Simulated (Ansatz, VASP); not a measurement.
# I in VASP and in Ansatz

```
CELL_PARAMETERS angstrom
15.00000 0.00000 0.00000
0.00000 15.50000 0.00000
0.00000 0.00000 16.00000
ATOMIC_POSITIONS crystal
I 0.50000 0.50000 0.50000
```

Alike in both runs: task single point; functional PBE; dispersion D3(BJ); k mesh 1 × 1 × 1; occupations gaussian, width 0.005 eV; collinear spin.

|  | VASP | Ansatz |
| --- | --- | --- |
| version | VASP 6.6.1 | Ansatz 0.2.0 |
| potentials or method | VASP PAW PBE potentials, release 64 (I), cutoff 520 eV | scalar-relativistic, plane waves, PAW |
| valence electrons in the cell | 7 | 17 |

|  | VASP | Ansatz | Ansatz less VASP |
| --- | --- | --- | --- |
| gap on the k mesh at the Fermi level (eV) | 6.16 | 0.15 | -6.011 |
| net moment per atom (μB) | 1.00 | 1.00 | 0.000 |
| size of the moment on the site where the two differ most (μB) | 0.57 | 1.00 | +0.430 |

Site moments also hang on the region over which each program counts them. VASP's potentials hold 7 valence electrons a cell and Ansatz's 17, so a difference there can come from the potentials and not from the codes. Ansatz's warnings: negative dielectric reading, stability check not made.

Spin-orbit coupling is off throughout.
